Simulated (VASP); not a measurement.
# Mn (P6_3/mmc) in VASP: single point with PBEsol

Aim: the single point of Mn with PBEsol.

Everything below comes from runs of VASP 6.6.1. Logs are shortened: lines on timing, memory, paths and dates and some standing lists are left out, and cuts for length are marked.

## Step 1: The cell of the first run

Symmetry: P6_3/mmc, No. 194, hexagonal system. The conventional cell has a = 2.451 Å, b = 2.451 Å, c = 3.965 Å, α = 90.00°, β = 90.00°, γ = 120.00°. Within 3.2 Å of Mn (site symmetry -6m2) lie 12 Mn at 2.44 to 2.45 Å.

This isn't the form of Mn at room conditions, which is a 58-atom cubic cell.

## Step 2: Single point, PBEsol, collinear spin, ferromagnetic start

Contents of INCAR:

```
PREC = Accurate
ENCUT = 520
EDIFF = 1E-7
ISMEAR = -1
SIGMA = 0.05
LREAL = False
LASPH = True
NELM = 150
ALGO = Normal
ISIF = 2
LWAVE = False
LCHARG = True
ISPIN = 2
MAGMOM = 3 3
LORBIT = 11
LMAXMIX = 4
GGA = PS
LELF = True
LVHAR = True
NBANDS = 24
```

Contents of KPOINTS:

```
regular mesh
0
Gamma
  24 24 13
```

Contents of POSCAR:

```
Mn
1.0
    2.4514152765      0.0000000000      0.0000000000
   -1.2257076382      2.1229879047      0.0000000000
    0.0000000000      0.0000000000      3.9653478828
Mn
2
Direct
    0.3333333333      0.6666666667      0.2500000000
    0.6666666667      0.3333333333      0.7500000000
```

Potentials or basis: VASP PAW PBE potentials, release 64 (Mn_pv).

Run with:

```bash
cat potpaw_PBE.64/Mn_pv/POTCAR > POTCAR
mpirun -np 1 vasp_std > vasp.out
```

OUTCAR:

```text
PREC = Accurate
   ENCUT = 520
   EDIFF = 1E-7
   ISMEAR = -1
   LREAL = False
   LASPH = True
   NELM = 150
   ISIF = 2
   ISPIN = 2
   LORBIT = 11
   GGA = PS

 ion  position               nearest neighbor table
   1  0.333  0.667  0.250-   2 2.44   2 2.44   2 2.44   2 2.44   2 2.44   2 2.44
   2  0.667  0.333  0.750-   1 2.44   1 2.44   1 2.44   1 2.44   1 2.44   1 2.44

  LATTYP: Found a hexagonal cell.
 ALAT       =     2.4514152765
 C/A-ratio  =     1.6175749253

  Lattice vectors:

 A1 = (   2.4514152765,   0.0000000000,   0.0000000000)
 A2 = (  -1.2257076382,   2.1229879047,   0.0000000000)
 A3 = (   0.0000000000,   0.0000000000,   3.9653478828)

Analysis of symmetry for initial positions (statically):
=====================================================================
 Subroutine PRICEL returns:
 Original cell was already a primitive cell.

 Routine SETGRP: Setting up the symmetry group for a
 hexagonal supercell.

 Subroutine GETGRP returns: Found 24 space group operations
 (whereof 12 operations were pure point group operations)
 out of a pool of 24 trial point group operations.

The static configuration has the point symmetry D_3d.
 The point group associated with its full space group is D_6h.

Analysis of symmetry for dynamics (positions and initial velocities):
=====================================================================
 Subroutine PRICEL returns:
 Original cell was already a primitive cell.

 Routine SETGRP: Setting up the symmetry group for a
 hexagonal supercell.

 Subroutine GETGRP returns: Found 24 space group operations
 (whereof 12 operations were pure point group operations)
 out of a pool of 24 trial point group operations.

The dynamic configuration has the point symmetry D_3d.
 The point group associated with its full space group is D_6h.

Analysis of structural, dynamic, and magnetic symmetry:
=====================================================================
 Subroutine PRICEL returns:
 Original cell was already a primitive cell.

 Routine SETGRP: Setting up the symmetry group for a
 hexagonal supercell.

 Subroutine GETGRP returns: Found 24 space group operations
 (whereof 12 operations were pure point group operations)
 out of a pool of 24 trial point group operations.

The overall configuration has the point symmetry D_3d.
 The point group associated with its full space group is D_6h.

 Subroutine INISYM returns: Found 24 space group operations
 (whereof 12 operations are pure point group operations),
 and found     1 'primitive' translations

----------------------------------------------------------------------------------------

                                     Primitive cell

  volume of cell :      20.6370

  direct lattice vectors                    reciprocal lattice vectors
     2.451415277  0.000000000  0.000000000     0.407927620  0.235517121  0.000000000
    -1.225707638  2.122987905  0.000000000     0.000000000  0.471034243  0.000000000
     0.000000000  0.000000000  3.965347883     0.000000000  0.000000000  0.252184683

  length of vectors
     2.451415277  2.451415276  3.965347883     0.471034243  0.471034243  0.252184683

  position of ions in fractional coordinates (direct lattice)
     0.333333333  0.666666667  0.250000000
     0.666666667  0.333333333  0.750000000

  ion indices of the primitive-cell ions
   primitive index   ion index
                 1           1
                 2           2

----------------------------------------------------------------------------------------

 KPOINTS: regular mesh

Automatic generation of k-mesh.
 Grid dimensions read from file:
 generate k-points for:   24   24   13

 Generating k-lattice:

  Cartesian coordinates                     Fractional coordinates (reciprocal lattice)
     0.016996984  0.009813213  0.000000000     0.041666667  0.000000000  0.000000000
     0.000000000  0.019626427  0.000000000     0.000000000  0.041666667  0.000000000
     0.000000000  0.000000000  0.019398822     0.000000000  0.000000000  0.076923077

  Length of vectors
     0.019626427  0.019626427  0.019398822

  Shift w.r.t. Gamma in fractional coordinates (k-lattice)
     0.000000000  0.000000000  0.000000000

 Subroutine IBZKPT returns following result:
 ===========================================

 Found    427 irreducible k-points:

 Following reciprocal coordinates:
            Coordinates               Weight
  0.000000  0.000000  0.000000      1.000000
  0.041667 -0.000000  0.000000      6.000000
  0.083333 -0.000000  0.000000      6.000000
  0.125000  0.000000  0.000000      6.000000
  0.166667  0.000000  0.000000      6.000000
  0.208333  0.000000  0.000000      6.000000
[... 16 lines left out ...]
  0.416667  0.041667  0.000000     12.000000
  0.458333  0.041667  0.000000     12.000000
 [... further k-points ...]
   k-points           NKPTS =    427   k-points in BZ     NKDIM =    427   number of bands    NBANDS=     24
   number of dos      NEDOS =    301   number of ions     NIONS =      2
   total plane-waves  NPLWV =   9720
   dimension x,y,z NGX =    18 NGY =   18 NGZ =   30
   dimension x,y,z NGXF=    36 NGYF=   36 NGZF=   60
   ions per type =               2
   NGX,Y,Z   is equivalent  to a cutoff of  12.21, 12.21, 12.58 a.u.
   NGXF,Y,Z  is equivalent  to a cutoff of  24.41, 24.41, 25.15 a.u.
 SYSTEM =  unknown system
   PREC   = accura    normal or accurate (medium, high low for compatibility)
   ISTART =      0    job   : 0-new  1-cont  2-samecut
   ICHARG =      2    charge: 1-file 2-atom 10-const
   ISPIN  =      2    spin polarized calculation?
   LNONCOLLINEAR =      F non collinear calculations
   LSORBIT =      F    spin-orbit coupling
   LASPH  =      T    aspherical Exc in radial PAW
   ENCUT  =  520.0 eV  38.22 Ry    6.18 a.u.   4.56  4.56  7.37*2*pi/ulx,y,z
   NELM   =    150;   NELMIN=  2; NELMDL= -5     # of ELM steps
   EDIFF  = 0.1E-06   stopping-criterion for ELM
   LREAL  =      F    real-space projection
   EDIFFG = 0.1E-05   stopping-criterion for IOM
   NSW    =      0    number of steps for IOM
   IBRION =     -1    ionic relax: 0-MD 1-quasi-New 2-CG
   NFREE  =      0    steps in history (QN), initial steepest desc. (CG)
   ISIF   =      2    stress and relaxation
   ISYM   =      2    0-nonsym 1-usesym 2-fastsym
   POTIM  = 0.5000    time-step for ionic-motion
   TEBEG  =    0.0;   TEEND  =   0.0 temperature during run
   PSTRESS=    0.0 pullay stress
   NELECT =      26.0000    total number of electrons
   NUPDOWN=      -1.0000    fix difference up-down
   EMIN   =  10.00;   EMAX   =-10.00  energy-range for DOS
   EFERMI =   0.00;   METHOD = LEGACY
   ISMEAR =    -1;   SIGMA  =   0.05  broadening in eV -4-tet -1-fermi 0-gaus
   EFERMI_NEDOS =   21; number of points for ismear=-14 and -15
   IALGO  =     38    algorithm
   IMIX   =      4    mixing-type and parameters
     AMIX     =   0.40;   BMIX     =  1.00
     AMIX_MAG =   1.60;   BMIX_MAG =  1.00
  volume/ion in A,a.u.               =      10.32        69.63
  Fermi-wavevector in a.u.,A,eV,Ry     =   1.768143  3.341306 42.536296  3.126330
  Thomas-Fermi vector in A             =   2.835389
   LORBIT       =     11    0 simple, 1 ext, 2 COOP (PROOUT), +10 PAW based schemes
   GGA     = PS    functional components
   LHFCALC =     F    Hartree Fock is set to
   AEXX    =    0.0000 exact exchange contribution
   IVDW    =     0    specifies the selected vdW correction
   LEPSILON=     F    determine dielectric tensor
   LRPA    =     F    only Hartree local field effects (RPA)
 spin polarized calculation
  energy-cutoff  :      520.00
  volume of cell :       20.64
 maximum number of plane-waves:       573
   NGX =  9   NGY =  9   NGZ = 15

 number of electron      26.0000021 magnetization       0.0002113

 number of electron      26.0000021 magnetization      -0.0000290

 Free energy of the ion-electron system (eV)
  ---------------------------------------------------
  ext. energy  EPLUGINS =         0.00000000
  ---------------------------------------------------
  free energy    TOTEN  =       -19.42598053 eV

  energy without entropy =      -19.40425199  energy(sigma->0) =      -19.41511626

 E-fermi :  10.7747     XC(G=0): -14.4377

 val. band max:       10.7723072012   @ k =   0.3333   0.1667   0.3846
 cond. band min:      10.7777414492   @ k =   0.0833   0.0833   0.0769
 fundamental gap:      0.0054342479
 Fermi energy:        10.7747126371

 spin component 1

 k-point     1 :       0.0000    0.0000    0.0000
  band No.  band energies     occupation
      1     -37.4146      1.00000
      2     -36.6504      1.00000
      3     -36.6504      1.00000
      4     -36.5307      1.00000
      5     -36.5307      1.00000
      6     -36.5193      1.00000
[... 16 lines left out ...]
     23      37.9110      0.00000
     24      37.9110      0.00000

 k-point     2 :       0.0417   -0.0000    0.0000
  band No.  band energies     occupation
      1     -37.4096      1.00000
      2     -36.6615      1.00000
      3     -36.6540      1.00000
      4     -36.5423      1.00000
      5     -36.5323      1.00000
      6     -36.5211      1.00000
[... 16 lines left out ...]
     23      36.9533      0.00000
     24      37.2680      0.00000

 k-point     3 :       0.0833   -0.0000    0.0000
  band No.  band energies     occupation
      1     -37.3946      1.00000
      2     -36.6941      1.00000
      3     -36.6644      1.00000
      4     -36.5760      1.00000
      5     -36.5370      1.00000
      6     -36.5268      1.00000
[... 16 lines left out ...]
     23      35.6300      0.00000
     24      37.1026      0.00000
[... 514 lines left out ...]
 k-point    23 :       0.4167    0.0417    0.0000
  band No.  band energies     occupation
      1     -37.2835      1.00000
      2     -37.1381      1.00000
      3     -37.0396      1.00000
      4     -36.8427      1.00000
      5     -36.7132      1.00000
      6     -36.6414      1.00000
[... 16 lines left out ...]
     23      28.5458      0.00000
     24      32.9043      0.00000

 k-point    24 :       0.4583    0.0417    0.0000
  band No.  band energies     occupation
      1     -37.3057      1.00000
      2     -37.1576      1.00000
      3     -37.0169      1.00000
      4     -36.8492      1.00000
      5     -36.7295      1.00000
      6     -36.6454      1.00000
[... 16 lines left out ...]
     23      27.9304      0.00000
     24      32.7510      0.00000

 [... further k-points ...]

 spin component 2

 k-point     1 :       0.0000    0.0000    0.0000
  band No.  band energies     occupation
      1     -37.4146      1.00000
      2     -36.6504      1.00000
      3     -36.6504      1.00000
      4     -36.5307      1.00000
      5     -36.5307      1.00000
      6     -36.5193      1.00000
[... 16 lines left out ...]
     23      37.9110      0.00000
     24      37.9110      0.00000

 k-point     2 :       0.0417   -0.0000    0.0000
  band No.  band energies     occupation
      1     -37.4096      1.00000
      2     -36.6615      1.00000
      3     -36.6540      1.00000
      4     -36.5423      1.00000
      5     -36.5323      1.00000
      6     -36.5212      1.00000
[... 16 lines left out ...]
     23      36.9533      0.00000
     24      37.2680      0.00000

 k-point     3 :       0.0833   -0.0000    0.0000
  band No.  band energies     occupation
      1     -37.3946      1.00000
      2     -36.6941      1.00000
      3     -36.6644      1.00000
      4     -36.5760      1.00000
      5     -36.5371      1.00000
      6     -36.5268      1.00000
[... 16 lines left out ...]
     23      35.6299      0.00000
     24      37.1026      0.00000
[... 514 lines left out ...]
 k-point    23 :       0.4167    0.0417    0.0000
  band No.  band energies     occupation
      1     -37.2835      1.00000
      2     -37.1382      1.00000
      3     -37.0396      1.00000
      4     -36.8427      1.00000
      5     -36.7132      1.00000
      6     -36.6414      1.00000
[... 16 lines left out ...]
     23      28.5458      0.00000
     24      32.9043      0.00000

 k-point    24 :       0.4583    0.0417    0.0000
  band No.  band energies     occupation
      1     -37.3057      1.00000
      2     -37.1576      1.00000
      3     -37.0170      1.00000
      4     -36.8492      1.00000
      5     -36.7295      1.00000
      6     -36.6454      1.00000
[... 16 lines left out ...]
     23      27.9304      0.00000
     24      32.7510      0.00000

 [... further k-points ...]
[... 5 lines left out ...]
  --------------------------------------------------------------------------------------
  -------------------------------------------------------------------------------------
  Total        0.0104639      0.0104639     -0.0192430      0.0000000      0.0000000      0.0000000
  in kB        0.8123751      0.8123751     -1.4939531      0.0000000      0.0000000      0.0000000
  external PRESSURE =       0.0435990 kB  Pullay stress =       0.0000000 kB

 VOLUME and BASIS-vectors are now :
 -----------------------------------------------------------------------------
  energy-cutoff  :      520.00
  volume of cell :       20.64
      direct lattice vectors                 reciprocal lattice vectors
     2.451415277  0.000000000  0.000000000     0.407927620  0.235517121  0.000000000
    -1.225707638  2.122987905  0.000000000     0.000000000  0.471034243  0.000000000
     0.000000000  0.000000000  3.965347883     0.000000000  0.000000000  0.252184683

 POSITION                                       TOTAL-FORCE (eV/Angst)
 -----------------------------------------------------------------------------------
     -0.00000      1.41533      0.99134         0.000000      0.000000      0.000000
      1.22571      0.70766      2.97401        -0.000000      0.000000      0.000000
 -----------------------------------------------------------------------------------
    total drift:                               -0.000000      0.000000     -0.000000

  FREE ENERGIE OF THE ION-ELECTRON SYSTEM (eV)
  ---------------------------------------------------
  free  energy   TOTEN  =       -19.4259805258 eV

  energy  without entropy=      -19.4042519887  energy(sigma->0) =      -19.41511626

 total charge

# of ion       s       p       d       tot
------------------------------------------
    1        0.446   6.432   5.199  12.077
    2        0.446   6.432   5.199  12.077
--------------------------------------------------
tot          0.892  12.864  10.398  24.154

 magnetization (x)

# of ion       s       p       d       tot
------------------------------------------
    1        0.000  -0.000  -0.000  -0.000
    2        0.000  -0.000  -0.000  -0.000
--------------------------------------------------
tot          0.000  -0.000  -0.000  -0.000
```

It took 9.3 min on 1 thread of Intel Xeon 8259CL, shared host; peak memory 0.37 GiB.

What came out:

```yaml
Free_energy: -19.4260 eV
Pressure: 0.0 GPa
Band_gap_on_the_k_mesh: zero (filled and empty bands overlap)
Net_moment: 0.00 μB per cell
Valence_electrons_inside_the_program's_atomic_spheres: Mn 12.08
```

Caveat: the moments typed at the start vanished in this run; the PAW data sets were made with another functional, which shifts forces and pressure a little.
